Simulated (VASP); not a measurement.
# CeCr2B2C (P4/mmm) in VASP: single point with r2SCAN

Aim: the single point of CeCr2B2C with r2SCAN.

All numbers are computed with VASP 6.6.1; they aren't measurements. Logs are shortened: lines on timing, memory, paths and dates and some standing lists are left out, and cuts for length are marked.

**1. The cell of the first run**

Symmetry: P4/mmm, No. 123, tetragonal system. Conventional cell: a = 3.800 Å, b = 3.800 Å, c = 5.006 Å, α = 90.00°, β = 90.00°, γ = 90.00°. Ce (site symmetry 4/mmm) has 2 C at 2.50 Å and 8 B at 2.91 Å and 8 Cr at 3.14 Å within 3.3 Å. B (site symmetry 4mm) has 2 B at 2.24 to 2.76 Å and 4 Cr at 2.35 Å and 4 Ce at 2.91 Å within 3.0 Å. Cr (site symmetry mmm) has 2 C at 1.90 Å and 4 B at 2.35 Å within 2.5 Å. C (site symmetry 4/mmm) has 4 Cr at 1.90 Å within 2.5 Å.

**2. Single point, r2SCAN**

The input, POSCAR:

```
CeCr2B2C
1.0
    3.8004110000      0.0000000000      0.0000000000
    0.0000000000      3.8004110000      0.0000000000
    0.0000000000      0.0000000000      5.0056730000
Ce B Cr C
1 2 2 1
Direct
    0.0000000000      0.0000000000      0.0000000000
    0.5000000000      0.5000000000      0.2240000000
    0.5000000000      0.5000000000      0.7760000000
    0.0000000000      0.5000000000      0.5000000000
    0.5000000000      0.0000000000      0.5000000000
    0.0000000000      0.0000000000      0.5000000000
```

The input, INCAR.step1:

```
SYSTEM = CeCr2B2C
PREC = Accurate
ENCUT = 520
ISMEAR = -1
SIGMA = 0.1
LREAL = .False.
LASPH = .True.
NELM = 100
NBANDS = 32
GGA = PE
ALGO = Normal
EDIFF = 1E-4
LWAVE = .True.
LCHARG = .False.
```

The input, INCAR.step2:

```
SYSTEM = CeCr2B2C
PREC = Accurate
ENCUT = 520
EDIFF = 1E-6
ISMEAR = -1
SIGMA = 0.1
LREAL = .False.
LASPH = .True.
NELM = 100
ALGO = Normal
ISIF = 2
LWAVE = .False.
LCHARG = .True.
METAGGA = R2SCAN
LMIXTAU = .True.
LELF = .True.
LVHAR = .True.
NBANDS = 32
ISTART = 1
```

The input, KPOINTS:

```
regular mesh
0
Gamma
  6 6 5
  0 0 0
```

Potentials or basis: VASP PAW PBE potentials, release 64 (Ce, B, Cr_pv, C).

The run is started by

```bash
cat potpaw_PBE.64/Ce/POTCAR potpaw_PBE.64/B/POTCAR potpaw_PBE.64/Cr_pv/POTCAR potpaw_PBE.64/C/POTCAR > POTCAR
cp INCAR.step1 INCAR
mpirun -np 1 vasp_std > vasp.out
cp INCAR.step2 INCAR
mpirun -np 1 vasp_std > vasp.out
```

OUTCAR:

```text
SYSTEM = CeCr2B2C
   PREC = Accurate
   ENCUT = 520
   EDIFF = 1E-6
   ISMEAR = -1
   LREAL = .False.
   LASPH = .True.
   NELM = 100
   ISIF = 2
   METAGGA = R2SCAN
   ISTART = 1

 ion  position               nearest neighbor table
   1  0.000  0.000  0.000-   6 2.50   6 2.50   4 3.14   4 3.14   5 3.14   5 3.14   4 3.14   4 3.14
                             5 3.14   5 3.14
   2  0.500  0.500  0.224-   4 2.35   5 2.35   5 2.35   4 2.35
   3  0.500  0.500  0.776-   4 2.35   5 2.35   5 2.35   4 2.35
   4  0.000  0.500  0.500-   6 1.90   6 1.90   2 2.35   3 2.35   2 2.35   3 2.35   5 2.69   5 2.69
                             5 2.69   5 2.69   1 3.14   1 3.14   1 3.14   1 3.14
   5  0.500  0.000  0.500-   6 1.90   6 1.90   2 2.35   2 2.35   3 2.35   3 2.35   4 2.69   4 2.69
                             4 2.69   4 2.69   1 3.14   1 3.14   1 3.14   1 3.14
   6  0.000  0.000  0.500-   4 1.90   5 1.90   4 1.90   5 1.90   1 2.50   1 2.50

  LATTYP: Found a simple tetragonal cell.
 ALAT       =     3.8004110000
 C/A-ratio  =     1.3171399093

  Lattice vectors:

 A1 = (   3.8004110000,   0.0000000000,   0.0000000000)
 A2 = (   0.0000000000,   3.8004110000,   0.0000000000)
 A3 = (   0.0000000000,   0.0000000000,   5.0056730000)

Analysis of symmetry for initial positions (statically):
=====================================================================
 Subroutine PRICEL returns:
 Original cell was already a primitive cell.

 Routine SETGRP: Setting up the symmetry group for a
 simple tetragonal supercell.

 Subroutine GETGRP returns: Found 16 space group operations
 (whereof 16 operations were pure point group operations)
 out of a pool of 16 trial point group operations.

The static configuration has the point symmetry D_4h.

Analysis of symmetry for dynamics (positions and initial velocities):
=====================================================================
 Subroutine PRICEL returns:
 Original cell was already a primitive cell.

 Routine SETGRP: Setting up the symmetry group for a
 simple tetragonal supercell.

 Subroutine GETGRP returns: Found 16 space group operations
 (whereof 16 operations were pure point group operations)
 out of a pool of 16 trial point group operations.

The dynamic configuration has the point symmetry D_4h.

 Subroutine INISYM returns: Found 16 space group operations
 (whereof 16 operations are pure point group operations),
 and found     1 'primitive' translations

----------------------------------------------------------------------------------------

                                     Primitive cell

  volume of cell :      72.2976

  direct lattice vectors                    reciprocal lattice vectors
     3.800411000  0.000000000  0.000000000     0.263129435  0.000000000  0.000000000
     0.000000000  3.800411000  0.000000000     0.000000000  0.263129435  0.000000000
     0.000000000  0.000000000  5.005673000     0.000000000  0.000000000  0.199773337

  length of vectors
     3.800411000  3.800411000  5.005673000     0.263129435  0.263129435  0.199773337

  position of ions in fractional coordinates (direct lattice)
     0.000000000  0.000000000  0.000000000
     0.500000000  0.500000000  0.224000000
     0.500000000  0.500000000  0.776000000
     0.000000000  0.500000000  0.500000000
     0.500000000  0.000000000  0.500000000
     0.000000000  0.000000000  0.500000000

  ion indices of the primitive-cell ions
   primitive index   ion index
                 1           1
                 2           2
                 3           3
                 4           4
                 5           5
                 6           6

----------------------------------------------------------------------------------------

 KPOINTS: regular mesh

Automatic generation of k-mesh.
 Grid dimensions read from file:
 generate k-points for:    6    6    5

 Generating k-lattice:

  Cartesian coordinates                     Fractional coordinates (reciprocal lattice)
     0.043854906  0.000000000  0.000000000     0.166666667  0.000000000  0.000000000
     0.000000000  0.043854906  0.000000000     0.000000000  0.166666667  0.000000000
     0.000000000  0.000000000  0.039954667     0.000000000  0.000000000  0.200000000

  Length of vectors
     0.043854906  0.043854906  0.039954667

  Shift w.r.t. Gamma in fractional coordinates (k-lattice)
     0.000000000  0.000000000  0.000000000

 Subroutine IBZKPT returns following result:
 ===========================================

 Found     30 irreducible k-points:

 Following reciprocal coordinates:
            Coordinates               Weight
  0.000000  0.000000  0.000000      1.000000
  0.166667  0.000000  0.000000      4.000000
  0.333333  0.000000  0.000000      4.000000
  0.500000  0.000000  0.000000      2.000000
  0.166667  0.166667  0.000000      4.000000
  0.333333  0.166667  0.000000      8.000000
[... 16 lines left out ...]
  0.333333  0.000000  0.400000      8.000000
  0.500000  0.000000  0.400000      4.000000
 [... further k-points ...]
   k-points           NKPTS =     30   k-points in BZ     NKDIM =     30   number of bands    NBANDS=     32
   number of dos      NEDOS =    301   number of ions     NIONS =      6
   total plane-waves  NPLWV =  31360
   dimension x,y,z NGX =    28 NGY =   28 NGZ =   40
   dimension x,y,z NGXF=    56 NGYF=   56 NGZF=   80
   ions per type =               1   2   2   1
   NGX,Y,Z   is equivalent  to a cutoff of  12.25, 12.25, 13.28 a.u.
   NGXF,Y,Z  is equivalent  to a cutoff of  24.50, 24.50, 26.57 a.u.
 SYSTEM =  CeCr2B2C
   PREC   = accura    normal or accurate (medium, high low for compatibility)
   ISTART =      1    job   : 0-new  1-cont  2-samecut
   ICHARG =      0    charge: 1-file 2-atom 10-const
   ISPIN  =      1    spin polarized calculation?
   LNONCOLLINEAR =      F non collinear calculations
   LSORBIT =      F    spin-orbit coupling
   LASPH  =      T    aspherical Exc in radial PAW
   ENCUT  =  520.0 eV  38.22 Ry    6.18 a.u.   7.07  7.07  9.31*2*pi/ulx,y,z
   NELM   =    100;   NELMIN=  2; NELMDL=  0     # of ELM steps
   EDIFF  = 0.1E-05   stopping-criterion for ELM
   LREAL  =      F    real-space projection
   EDIFFG = 0.1E-04   stopping-criterion for IOM
   NSW    =      0    number of steps for IOM
   IBRION =     -1    ionic relax: 0-MD 1-quasi-New 2-CG
   NFREE  =      0    steps in history (QN), initial steepest desc. (CG)
   ISIF   =      2    stress and relaxation
   ISYM   =      2    0-nonsym 1-usesym 2-fastsym
   POTIM  = 0.5000    time-step for ionic-motion
   TEBEG  =    0.0;   TEEND  =   0.0 temperature during run
   PSTRESS=    0.0 pullay stress
   NELECT =      46.0000    total number of electrons
   NUPDOWN=      -1.0000    fix difference up-down
   EMIN   =  10.00;   EMAX   =-10.00  energy-range for DOS
   EFERMI =   0.00;   METHOD = LEGACY
   ISMEAR =    -1;   SIGMA  =   0.10  broadening in eV -4-tet -1-fermi 0-gaus
   EFERMI_NEDOS =   21; number of points for ismear=-14 and -15
   IALGO  =     38    algorithm
   IMIX   =      4    mixing-type and parameters
     AMIX     =   0.40;   BMIX     =  1.00
     AMIX_MAG =   1.60;   BMIX_MAG =  1.00
  volume/ion in A,a.u.               =      12.05        81.31
  Fermi-wavevector in a.u.,A,eV,Ry     =   1.408055  2.660838 26.975162  1.982618
  Thomas-Fermi vector in A             =   2.530251
   LORBIT       =      0    0 simple, 1 ext, 2 COOP (PROOUT), +10 PAW based schemes
   METAGGA = R2SCAN    functional components
   LHFCALC =     F    Hartree Fock is set to
   AEXX    =    0.0000 exact exchange contribution
   IVDW    =     0    specifies the selected vdW correction
   LEPSILON=     F    determine dielectric tensor
   LRPA    =     F    only Hartree local field effects (RPA)
 non-spin polarized calculation
  energy-cutoff  :      520.00
  volume of cell :       72.30
 maximum number of plane-waves:      1972
   NGX = 15   NGY = 15   NGZ = 19

 number of electron      45.9999964 magnetization

 Free energy of the ion-electron system (eV)
  ---------------------------------------------------
  ext. energy  EPLUGINS =         0.00000000
  ---------------------------------------------------
  free energy    TOTEN  =       -86.18781087 eV

  energy without entropy =      -86.01946081  energy(sigma->0) =      -86.10363584

 E-fermi :   8.5285     XC(G=0): -13.1698

 val. band max:        8.5035609352   @ k =   0.1667   0.0000   0.4000
 cond. band min:       8.5307509690   @ k =   0.5000   0.1667   0.2000
 fundamental gap:      0.0271900338
 Fermi energy:         8.5285251249

 k-point     1 :       0.0000    0.0000    0.0000
  band No.  band energies     occupation
      1     -36.3810      2.00000
      2     -36.3810      2.00000
      3     -36.0760      2.00000
      4     -36.0042      2.00000
      5     -35.9276      2.00000
      6     -35.9276      2.00000
[... 24 lines left out ...]
     31       9.8162      0.00001
     32      10.7898      0.00000

 k-point     2 :       0.1667    0.0000    0.0000
  band No.  band energies     occupation
      1     -36.3714      2.00000
      2     -36.3697      2.00000
      3     -36.0710      2.00000
      4     -36.0088      2.00000
      5     -35.9414      2.00000
      6     -35.9391      2.00000
[... 24 lines left out ...]
     31       9.7526      0.00001
     32      10.3385      0.00000
[... 733 lines left out ...]
     31       9.8243      0.00000
     32      10.3037      0.00000

 k-point    24 :       0.5000    0.0000    0.4000
  band No.  band energies     occupation
      1     -36.3378      2.00000
      2     -36.3312      2.00000
      3     -36.0402      2.00000
      4     -36.0390      2.00000
      5     -35.9876      2.00000
      6     -35.9783      2.00000
[... 24 lines left out ...]
     31       9.8146      0.00001
     32      10.4398      0.00000

 [... further k-points ...]

------------------------ aborting loop because EDIFF is reached ----------------------------------------

  FORCE on cell =-STRESS in cart. coord.  units (eV):
  Direction    XX          YY          ZZ          XY          YZ          ZX
  --------------------------------------------------------------------------------------
  -------------------------------------------------------------------------------------
  Total       -3.4058096     -3.4058096     -2.0457926      0.0000000      0.0000000      0.0000000
  in kB      -75.4757338    -75.4757338    -45.3365604      0.0000000      0.0000000      0.0000000
  external PRESSURE =     -65.4293426 kB  Pullay stress =       0.0000000 kB

 VOLUME and BASIS-vectors are now :
 -----------------------------------------------------------------------------
  energy-cutoff  :      520.00
  volume of cell :       72.30
      direct lattice vectors                 reciprocal lattice vectors
     3.800411000  0.000000000  0.000000000     0.263129435  0.000000000  0.000000000
     0.000000000  3.800411000  0.000000000     0.000000000  0.263129435  0.000000000
     0.000000000  0.000000000  5.005673000     0.000000000  0.000000000  0.199773337

 POSITION                                       TOTAL-FORCE (eV/Angst)
 -----------------------------------------------------------------------------------
      0.00000      0.00000      0.00000        -0.000000     -0.000000      0.000000
      1.90021      1.90021      1.12127        -0.000000      0.000000     -0.131559
      1.90021      1.90021      3.88440         0.000000      0.000000      0.131559
      0.00000      1.90021      2.50284        -0.000000     -0.000000      0.000000
      1.90021      0.00000      2.50284        -0.000000     -0.000000      0.000000
      0.00000      0.00000      2.50284        -0.000000     -0.000000      0.000000
 -----------------------------------------------------------------------------------
    total drift:                                0.000000      0.000000      0.000000

  FREE ENERGIE OF THE ION-ELECTRON SYSTEM (eV)
  ---------------------------------------------------
  free  energy   TOTEN  =       -86.1878108729 eV

  energy  without entropy=      -86.0194608056  energy(sigma->0) =      -86.10363584
```

It took 4.4 min on 1 thread of AMD EPYC 9R14 (Zen 4), shared host; peak memory 0.21 GiB.

Results:

```
Free energy            : -86.1878 eV
Pressure               : -6.5 GPa
Largest force          : 0.132 eV/Å
Band gap on the k mesh : zero (band 23 reaches 8.73 eV, above the bottom of band 24 at 8.32 eV)
```

Forces on the atoms (eV/Å):
```
Ce   0.000  0.000  0.000
B    0.000  0.000 -0.132
B    0.000  0.000  0.132
Cr   0.000  0.000  0.000
Cr   0.000  0.000  0.000
C    0.000  0.000  0.000
```

Stress tensor (GPa, compression positive):
```
-7.55  0.00  0.00
 0.00 -7.55  0.00
 0.00  0.00 -4.53
```

Levels at points of the mesh, in eV from the Fermi level:
| k point | band 19 | band 20 | band 21 | band 22 | band 23 | band 24 | band 25 | band 26 | band 27 | band 28 |
| --- | --- | --- | --- | --- | --- | --- | --- | --- | --- | --- |
| (0.00, 0.00, 0.00) | -2.34 | -1.43 | -0.85 | -0.26 | 0.21 | 0.21 | 0.36 | 0.36 | 0.61 | 0.79 |
| (0.50, 0.00, 0.00) | -2.49 | -1.68 | -1.09 | -0.26 | -0.15 | 0.05 | 0.64 | 0.78 | 0.84 | 0.93 |
| (0.50, 0.50, 0.00) | -2.59 | -1.80 | -1.80 | -0.47 | -0.47 | 0.49 | 0.88 | 0.88 | 0.92 | 0.98 |

Caveat: the PAW data sets were made with another functional, which shifts forces and pressure a little; spin-orbit coupling is left out, which moves the levels of the heavy elements; without U or exact exchange the open f shell lies at the Fermi level, which spoils levels, moments and volumes. Spin polarisation is off, so any magnetic state and its effect on volume and gap are missing.
